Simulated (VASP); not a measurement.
# Al in VASP: a series of runs

Runs on Al. Level: PBE. Tasks: single point.

Everything below comes from runs of VASP 6.6.1. Logs are shortened: lines on timing, memory, paths and dates and some standing lists are left out, and cuts for length are marked.

**1. The cell of the first run**

The cell holds an amorphous packing of atoms, 24 atoms: a = 7.855 Å, b = 7.846 Å, c = 7.350 Å, α = 89.88°, β = 85.37°, γ = 89.63°.

**2. Single point, PBE**

Input file INCAR:

```
ALGO = Normal ; EDIFF = 1E-6
ENCUT = 520 ; GGA = PE
ISIF = 2 ; ISMEAR = -1
ISYM = 0 ; LASPH = True
LCHARG = True ; LELF = True
LREAL = Auto ; LVHAR = True
LWAVE = False ; NBANDS = 54
NELM = 80 ; PREC = Accurate
SIGMA = 0.05
```

Input file KPOINTS:

```
Automatic mesh
0
Gamma
  1 1 1
  0.25 0.25 0.25
```

Input file POSCAR:

```
Al
1.0
    7.8492690000      0.0253920000      0.3068690000
    0.0253920000      7.8462400000      0.0076520000
    0.3068690000      0.0076520000      7.3433480000
Al
24
Direct
    0.6804382863      0.9109425075      0.1626726735
    0.0422935898      0.5880077044      0.5907620030
    0.7037568588      0.4590929962      0.6245916518
    0.7299096096      0.8140449897      0.5131697825
    0.7255126899      0.2156835125      0.3497358747
    0.9303711525      0.9258269377      0.7862865150
    0.0838634519      0.2213368539      0.2376454496
    0.4203956444      0.1521244701      0.1043140748
    0.9091533433      0.5398579211      0.2626716084
    0.7757801262      0.2743557332      0.9621619128
    0.9911508101      0.2191510493      0.5972254887
    0.4150355524      0.7157456313      0.6026418154
    0.0371242241      0.8105156030      0.1070827177
    0.4011725271      0.7916221574      0.9916350274
    0.4299684582      0.0339478768      0.4459033182
    0.2339084143      0.0615383272      0.8071240622
    0.6116641473      0.1168266295      0.7225366791
    0.4431288415      0.4380693614      0.8922799776
    0.5839991454      0.5356072503      0.2217802152
    0.8077949530      0.6157860639      0.9278913073
    0.0992062490      0.3886531702      0.9196164615
    0.3380859391      0.3676918125      0.5494138815
    0.1254614281      0.8966452193      0.4499082228
    0.2492250104      0.5401782673      0.2352783943
```

Potentials or basis: VASP PAW PBE potentials, release 64 (Al).

Launch:

```
cat potpaw_PBE.64/Al/POTCAR > POTCAR
mpirun -np 1 vasp_std > vasp.out
```

OUTCAR:

```text
EDIFF = 1E-6
   ENCUT = 520
   GGA = PE
   ISIF = 2
   ISMEAR = -1
   ISYM = 0
   LASPH = True
   LREAL = Auto
   NELM = 80
   PREC = Accurate

 ion  position               nearest neighbor table
   1  0.680  0.911  0.163-   4 2.74  14 2.78   5 2.80   8 2.83  13 2.90  15 2.91  20 3.01  19 3.07
                             6 3.26  10 3.27
   2  0.042  0.588  0.591-  23 2.70   9 2.73   3 2.84  22 2.88  11 2.92  21 2.94  20 2.97  24 2.99
                             6 3.11   4 3.11  12 3.11
   3  0.704  0.459  0.625-  18 2.73  20 2.73   5 2.78   2 2.84  17 2.86   4 2.91  11 2.92  10 2.96
                            12 3.04  22 3.06   9 3.06  19 3.23
   4  0.730  0.814  0.513-  12 2.63   1 2.74   6 2.80   3 2.91  17 2.94  15 2.98   9 3.09   2 3.11
                            23 3.18  19 3.34
   5  0.726  0.216  0.350-  15 2.77   3 2.78   1 2.80   7 2.87  11 2.88  10 2.88  17 2.92  19 2.92
                             9 2.98   8 3.16
   6  0.930  0.926  0.786-  16 2.63  11 2.71  13 2.72  20 2.79   4 2.80  23 2.81  17 2.98   2 3.11
                            10 3.22   1 3.26
   7  0.084  0.221  0.238-  21 2.67  11 2.68   8 2.79  24 2.83   9 2.84   5 2.87  23 3.01  10 3.30

   8  0.420  0.152  0.104-  15 2.68  18 2.73   7 2.79  16 2.82   1 2.83  14 2.96  10 3.06  17 3.09
                             5 3.16
   9  0.909  0.540  0.263-  13 2.58  19 2.60  24 2.66  20 2.71   2 2.73   7 2.84   5 2.98  21 3.06
                             3 3.06   4 3.09  10 3.28
  10  0.776  0.274  0.962-  17 2.59  21 2.69  20 2.70   5 2.88   3 2.96  18 2.99   8 3.06  11 3.08
                            19 3.10   6 3.22   1 3.27   9 3.28   7 3.30
  11  0.991  0.219  0.597-   7 2.68   6 2.71  16 2.83   5 2.88  21 2.91  23 2.91   2 2.92   3 2.92
                            22 2.97  10 3.08  17 3.16
  12  0.415  0.716  0.603-   4 2.63  15 2.75  22 2.84  14 2.91  23 2.97   3 3.04  18 3.06   2 3.11
                            19 3.31  16 3.36
  13  0.037  0.811  0.107-   9 2.58   6 2.72  23 2.75  20 2.78  24 2.89   1 2.90  14 2.92  16 3.26

  14  0.401  0.792  0.992-   1 2.78  24 2.86  16 2.88  18 2.88  12 2.91  13 2.92   8 2.96  19 3.05

  15  0.430  0.034  0.446-  23 2.63  17 2.66   8 2.68  12 2.75   5 2.77  22 2.80   1 2.91  16 2.97
                             4 2.98
  16  0.234  0.062  0.807-   6 2.63   8 2.82  11 2.83  21 2.87  14 2.88  15 2.97  17 3.02  23 3.11
                            22 3.13  13 3.26  12 3.36
  17  0.612  0.117  0.723-  10 2.59  15 2.66   3 2.86   5 2.92   4 2.94   6 2.98  16 3.02  18 3.06
                             8 3.09  11 3.16  22 3.24
  18  0.443  0.438  0.892-  21 2.72   8 2.73   3 2.73  22 2.77  19 2.85  14 2.88  24 2.95  10 2.99
                            17 3.06  12 3.06  20 3.22
  19  0.584  0.536  0.222-   9 2.60  24 2.62  20 2.75  18 2.85   5 2.92  14 3.05   1 3.07  10 3.10
                             3 3.23  22 3.25  12 3.31   4 3.34
  20  0.808  0.616  0.928-  10 2.70   9 2.71   3 2.73  19 2.75  13 2.78   6 2.79  21 2.89   2 2.97
                             1 3.01  18 3.22
  21  0.099  0.389  0.920-   7 2.67  10 2.69  18 2.72  16 2.87  20 2.89  11 2.91   2 2.94  24 2.94
                             9 3.06  22 3.18
  22  0.338  0.368  0.549-  18 2.77  15 2.80  24 2.81  12 2.84   2 2.88  11 2.97   3 3.06  16 3.13
                            21 3.18  17 3.24  19 3.25
[... 137 lines left out ...]
   ISMEAR =    -1;   SIGMA  =   0.05  broadening in eV -4-tet -1-fermi 0-gaus
   EFERMI_NEDOS =   21; number of points for ismear=-14 and -15
   IALGO  =     38    algorithm
   IMIX   =      4    mixing-type and parameters
     AMIX     =   0.40;   BMIX     =  1.00
     AMIX_MAG =   1.60;   BMIX_MAG =  1.00
  volume/ion in A,a.u.               =      18.81       126.96
  Fermi-wavevector in a.u.,A,eV,Ry     =   0.887760  1.677624 10.723000  0.788118
  Thomas-Fermi vector in A             =   2.009101
   LORBIT       =      0    0 simple, 1 ext, 2 COOP (PROOUT), +10 PAW based schemes
   GGA     = PE    functional components
[... 5 lines left out ...]
 non-spin polarized calculation
  energy-cutoff  :      520.00
  volume of cell :      451.51
 maximum number of plane-waves:     12169
 NGX is ok and might be reduce to    60
   NGX = 29   NGY = 29   NGZ = 27

 number of electron      72.0000000 magnetization

 Free energy of the ion-electron system (eV)
  ---------------------------------------------------
  ext. energy  EPLUGINS =         0.00000000
  ---------------------------------------------------
  free energy    TOTEN  =       -88.55901482 eV

  energy without entropy =      -88.54843857  energy(sigma->0) =      -88.55372669

 E-fermi :   6.3383     XC(G=0):  -9.6768

 val. band max:        6.0912978002   @ k =   0.2500   0.2500   0.2500
 cond. band min:       6.5763425095   @ k =   0.2500   0.2500   0.2500
 fundamental gap:      0.4850447093
 Fermi energy:         6.3383396809

 k-point     1 :       0.2500    0.2500    0.2500
  band No.  band energies     occupation
      1      -3.3310      2.00000
      2      -2.2505      2.00000
      3      -1.9450      2.00000
      4      -1.7486      2.00000
      5      -1.0826      2.00000
      6      -0.7116      2.00000
[... 40 lines left out ...]
     47       8.6195      0.00000
     48       8.8891      0.00000
 [bands above 48 left out]

------------------------ aborting loop because EDIFF is reached ----------------------------------------

  FORCE on cell =-STRESS in cart. coord.  units (eV):
  Direction    XX          YY          ZZ          XY          YZ          ZX
  --------------------------------------------------------------------------------------
  -------------------------------------------------------------------------------------
  Total       -6.9374556    -14.4746858     -2.0636298     27.6726272     11.9407366      6.3859347
  in kB      -24.6173257    -51.3629314     -7.3227202     98.1953787     42.3712986     22.6602728
  external PRESSURE =     -27.7676591 kB  Pullay stress =       0.0000000 kB

 VOLUME and BASIS-vectors are now :
 -----------------------------------------------------------------------------
  energy-cutoff  :      520.00
  volume of cell :      451.51
      direct lattice vectors                 reciprocal lattice vectors
     7.849269000  0.025392000  0.306869000     0.127610183 -0.000407772 -0.005332239
     0.025392000  7.846240000  0.007652000    -0.000407772  0.127451013 -0.000115768
     0.306869000  0.007652000  7.343348000    -0.005332239 -0.000115768  0.136400615

 POSITION                                       TOTAL-FORCE (eV/Angst)
 -----------------------------------------------------------------------------------
      5.41399      7.16600      1.41034        -0.013663     -0.279762      0.015252
      0.52819      4.61924      4.35565         0.278600      0.111119      0.249682
      5.72730      3.62480      4.80607        -0.311903      0.254459     -0.530848
      5.90740      6.40965      3.99860         0.612524      0.340313     -0.040770
      5.80754      1.71340      2.79252        -0.148970      0.066757     -0.017086
      7.56753      7.29390      6.06656        -0.589441     -0.238411     -0.383328
[... 16 lines left out ...]
      1.14561      7.04192      3.34919        -0.204563      0.080907     -0.098341
      2.04215      4.24650      1.80834        -0.203516      0.286827      0.180696
 -----------------------------------------------------------------------------------
    total drift:                                0.004582      0.001339      0.006287

  FREE ENERGIE OF THE ION-ELECTRON SYSTEM (eV)
  ---------------------------------------------------
  free  energy   TOTEN  =       -88.5590148177 eV

  energy  without entropy=      -88.5484385721  energy(sigma->0) =      -88.55372669
```

stdout:

```text
POSCAR found type information on POSCAR Al
 POSCAR found :  1 types and      24 ions
 scaLAPACK will be used
 LDA part: xc-table for (Slater+PW92), standard interpolation
 POSCAR, INCAR and KPOINTS ok, starting setup
 FFT: planning ... GRIDC
 FFT: planning ... GRID_SOFT
 FFT: planning ... GRID
 WAVECAR not read
 entering main loop
```

Wall time 36 s (1 thread of Intel Xeon Platinum 8375C at 2.90GHz (Ice Lake), shared host); peak memory 0.41 GiB.

Results:

| Quantity | Value |
| --- | --- |
| Free energy | -88.5590 eV |
| Pressure | -2.8 GPa |
| Largest force | 1.323 eV/Å |
| Band gap on the k mesh | 0.48 eV |

Forces in eV/Å, atoms in the order of the input:
```
Al  -0.014 -0.280  0.015
Al   0.279  0.111  0.250
Al  -0.312  0.254 -0.531
Al   0.613  0.340 -0.041
Al  -0.149  0.067 -0.017
Al  -0.589 -0.238 -0.383
Al   0.173 -0.698 -0.290
Al  -0.017  0.205 -0.373
Al  -0.047 -0.594  0.521
Al   0.154  0.053  0.821
Al  -0.032  0.033  0.374
Al  -0.570 -0.357  0.293
Al   0.860  1.002  0.087
Al   0.129 -0.089 -0.104
Al   0.051 -0.052  0.313
Al   0.350  0.018  0.032
Al  -0.212 -0.301 -0.367
Al   0.263  0.215  0.036
Al  -0.402 -0.163  0.070
Al  -0.369  0.112 -0.440
Al   0.084  0.077 -0.361
Al   0.165 -0.083  0.012
Al  -0.205  0.081 -0.098
Al  -0.204  0.287  0.181
```

Stress tensor (GPa, compression positive):
```
-2.46  9.82  2.27
 9.82 -5.14  4.24
 2.27  4.24 -0.73
```

Levels at points of the mesh, in eV from the valence-band top:
| k point | band 34 | band 35 | band 36 | band 37 | band 38 | band 39 |
| --- | --- | --- | --- | --- | --- | --- |
| (0.25, 0.25, 0.25) | -0.28 | -0.07 | 0.00 | 0.48 | 0.66 | 1.12 |

Caveat: the k points lie up to 0.86 Å⁻¹ apart.

**3. Single point, PBE**

Input file INCAR:

```
  PREC = Accurate
  ENCUT = 520
  EDIFF = 1E-6
  ISMEAR = -1
  SIGMA = 0.05
  LREAL = Auto
  LASPH = T
  NELM = 100
  ALGO = Normal
  ISIF = 2
  LWAVE = F
  LCHARG = F
  GGA = PE
  ISYM = 0
  NBANDS = 54
```

KPOINTS is that of step 2.

Input file POSCAR:

```
Al
1.0
    7.8492690000      0.0253920000      0.3068690000
    0.0253920000      7.8462400000      0.0076520000
    0.3068690000      0.0076520000      7.3433480000
Al
24
Direct
    0.6932607559      0.8823269358      0.1378496837
    0.0418180131      0.5902344902      0.5770636056
    0.6668758915      0.4781252169      0.5966395502
    0.7182595195      0.8126938065      0.4737718663
    0.7445028291      0.1876734087      0.3453969612
    0.8958345188      0.9362926489      0.7466200221
    0.1104194225      0.2170235539      0.2078332714
    0.4510768496      0.1346209071      0.0719172480
    0.9104449871      0.5239210548      0.2423737256
    0.8026910282      0.2533690325      0.9662613330
    1.0047029729      0.2395897856      0.5786229200
    0.3781467016      0.7191192294      0.6203655062
    0.0725298598      0.8443873846      0.0772672876
    0.4296235444      0.7844607564      0.9655820695
    0.4367175914      0.0410370226      0.4304153765
    0.2211168940      0.0676710139      0.8040229418
    0.6084486200      0.1409672555      0.7129317988
    0.4377282360      0.4394040660      0.9076641137
    0.5657807942      0.5034466423      0.2324243710
    0.7692819423      0.6042441517      0.9134553535
    0.1048401205      0.4238345962      0.8950519075
    0.3387868267      0.3788443355      0.5559259766
    0.1075942587      0.9154731752      0.4337063226
    0.2452897986      0.5895967287      0.2366917066
```

Potentials or basis: VASP PAW PBE potentials, release 64 (Al).

Launch:

```
cat potpaw_PBE.64/Al/POTCAR > POTCAR
mpirun -np 1 vasp_std > vasp.out
```

Run time: 35 s. Hardware: 1 thread of Intel Xeon Platinum 8375C at 2.90GHz (Ice Lake), shared host; peak memory 0.41 GiB.

It converged, with:

```yaml
Free_energy: -88.9949 eV
Pressure: -3.1 GPa
Largest_force: 0.653 eV/Å
Band_gap_on_the_k_mesh: 0.55 eV
```

Forces in eV/Å, atoms in the order of the input:
```
Al   0.341  0.138 -0.148
Al  -0.310  0.420 -0.178
Al   0.395  0.029 -0.207
Al   0.064 -0.041  0.460
Al   0.039  0.042 -0.018
Al   0.183 -0.199  0.303
Al   0.347 -0.154 -0.067
Al  -0.070  0.036  0.339
Al   0.135  0.275  0.098
Al   0.169  0.007  0.259
Al  -0.170 -0.091  0.201
Al   0.094  0.292 -0.354
Al  -0.455  0.245 -0.082
Al  -0.167  0.227  0.083
Al  -0.546 -0.285  0.144
Al   0.033 -0.179 -0.161
Al  -0.266 -0.130 -0.469
Al   0.477 -0.073 -0.284
Al   0.329 -0.197  0.060
Al   0.161  0.027 -0.178
Al  -0.230  0.017  0.156
Al  -0.086 -0.387 -0.332
Al   0.112  0.068  0.085
Al  -0.578 -0.087  0.290
```

Stress tensor (GPa, compression positive):
```
-2.76  9.18  2.81
 9.18 -5.74  4.46
 2.81  4.46 -0.93
```

Levels at points of the mesh, in eV from the valence-band top:
```
           k point  band 34  band 35  band 36  band 37  band 38  band 39
(0.25, 0.25, 0.25)    -0.12    -0.10     0.00     0.55     0.68     1.19
```

Caveat: the k points lie up to 0.86 Å⁻¹ apart.

**4. Single point, PBE**

Input file INCAR:

```
ALGO = Normal
EDIFF = 1E-6
ENCUT = 520
GGA = PE
ISIF = 2
ISMEAR = -1
ISYM = 0
LASPH = True
LCHARG = False
LREAL = Auto
LWAVE = False
NBANDS = 54
NELM = 100
PREC = Accurate
SIGMA = 0.05
```

KPOINTS is that of step 3.

Input file POSCAR:

```
Al
1.0
    7.8492690000      0.0253920000      0.3068690000
    0.0253920000      7.8462400000      0.0076520000
    0.3068690000      0.0076520000      7.3433480000
Al
24
Direct
    0.7294019016      0.8933054571      0.1289881120
    0.0388834274      0.5882441973      0.5804392815
    0.7044560153      0.4398798285      0.5436157086
    0.6995970359      0.8220999010      0.4888532654
    0.8135614550      0.1525121581      0.3366508283
    0.8921328543      0.9506596204      0.7746240047
    0.1617710054      0.2247032922      0.2143689859
    0.4980497539      0.1381374273      0.0588228888
    0.9119573568      0.5862417892      0.2286726212
    0.8145721656      0.2661054762      0.9631406295
    0.9855500575      0.2522946909      0.6305824919
    0.3621597235      0.7517708638      0.5997671440
    0.0772008023      0.9031857056      0.0927739350
    0.4561130160      0.7969573074      0.9504801812
    0.4176934018      0.0587257321      0.4009071168
    0.2541386156      0.0614748112      0.7821209524
    0.5975987111      0.1092497708      0.6689561086
    0.4898194824      0.4521194299      0.8529727813
    0.5855833941      0.5254018692      0.2005625001
    0.7981832004      0.6208171381      0.8792825598
    0.1172591404      0.4327243741      0.9115607211
    0.3502296021      0.4170712169      0.5072013424
    0.1089860668      0.9107499377      0.4536114176
    0.2478073605      0.5916091988      0.2022890117
```

Launch:

```
cat potpaw_PBE.64/Al/POTCAR > POTCAR
mpirun -np 1 vasp_std > vasp.out
```

Run time: 34 s. Hardware: 1 thread of Intel Xeon Platinum 8375C at 2.90GHz (Ice Lake), shared host; peak memory 0.41 GiB.

The run converged. Its results:

- Free energy: -88.6933 eV
- Pressure: -2.6 GPa
- Largest force: 1.074 eV/Å
- Band gap on the k mesh: 0.37 eV

Forces on the atoms (eV/Å):
```
Al  -0.163 -0.470  0.064
Al   0.006  0.388 -0.379
Al  -0.021  0.333 -0.087
Al   0.340 -0.210  0.040
Al  -0.084 -0.125  0.138
Al   0.210 -0.298 -0.227
Al   0.171  0.034  0.175
Al  -0.457  0.402 -0.525
Al   0.088 -0.016  0.076
Al  -0.053  0.151  0.418
Al   0.706 -0.366 -0.408
Al   0.397 -0.101  0.064
Al   0.385 -0.076 -0.227
Al  -0.098 -0.044  0.129
Al  -0.300 -0.159  0.075
Al  -0.268  0.210  0.076
Al   0.216  0.712  0.774
Al  -0.484 -0.237  0.017
Al  -0.253 -0.158  0.009
Al  -0.250 -0.276  0.034
Al   0.404 -0.015 -0.265
Al  -0.080 -0.648  0.009
Al  -0.611  0.647 -0.108
Al   0.199  0.324  0.129
```

Stress tensor (GPa, compression positive):
```
-2.50  8.48  2.24
 8.48 -5.63  4.52
 2.24  4.52  0.47
```

Levels at points of the mesh, in eV from the valence-band top:
| k point | band 33 | band 34 | band 35 | band 36 | band 37 | band 38 | band 39 | band 40 |
| --- | --- | --- | --- | --- | --- | --- | --- | --- |
| (0.25, 0.25, 0.25) | -0.49 | -0.35 | -0.16 | 0.00 | 0.37 | 0.59 | 0.99 | 1.19 |

Caveat: the k points lie up to 0.86 Å⁻¹ apart.
